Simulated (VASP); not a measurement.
Wanted: the native input for a VASP 6.6.1 run.

```
Task                   : single point
Functional             : PBEsol
Potentials or basis    : VASP PAW PBE potentials, release 64 (Sc_sv)
Cutoff                 : 520 eV
k mesh                 : 11 × 11 × 11
Occupations            : tetrahedron
Spin                   : no spin polarisation
Hubbard terms          : Sc d U = 4.0 eV
Dipole correction      : no
Further INCAR settings : ALGO = Normal; EDIFF = 1e-07; NBANDS = 18
```

The structure of Sc lies in POSCAR:

```
Sc
1.0
    0.0000000000      2.3061404485      2.3061404485
    2.3061404485      0.0000000000      2.3061404485
    2.3061404485      2.3061404485      0.0000000000
Sc
2
Direct
   -0.1250000000     -0.1250000000     -0.1250000000
    0.1250000000      0.1250000000      0.1250000000
```

This isn't the form of Sc at room conditions, which is hcp.

The input as run:

INCAR

```
SYSTEM = Sc
  PREC = Accurate
  ENCUT = 520
  EDIFF = 1E-7
  ISMEAR = -4
  SIGMA = 0.1
  LREAL = .False.
  LASPH = .True.
  NELM = 150
  ALGO = Normal
  ISIF = 2
  LWAVE = .False.
  LCHARG = .False.
  LMAXMIX = 4
  LDAU = .True.
  LDAUTYPE = 2
  LDAUL = 2
  LDAUU = 4
  LDAUJ = 0
  LDAUPRINT = 1
  GGA = PS
  NBANDS = 18
```

KPOINTS

```
regular mesh
0
Gamma
  11 11 11
  0 0 0
```

Potentials or basis: VASP PAW PBE potentials, release 64 (Sc_sv).

The run is started by

```bash
$ cat potpaw_PBE.64/Sc_sv/POTCAR > POTCAR
$ mpirun -np 1 vasp_std > vasp.out
```

Results of the run:

```
Pressure               : 122.5 GPa
Band gap on the k mesh : zero (bands 11 and 12 overlap by 1.25 eV)
```

Caveat: atoms lie so close that the PAW spheres overlap strongly, which falsifies energies and pressures; the cell stands under pressure; the PAW data sets were made with another functional, which shifts forces and pressure a little; U without spin polarisation on a metal has little footing; the U is typed as a test and isn't derived for this compound.

Wall time 28 s on 1 thread of Intel Xeon 8259CL, with other jobs on the host, peak memory 0.15 GiB.
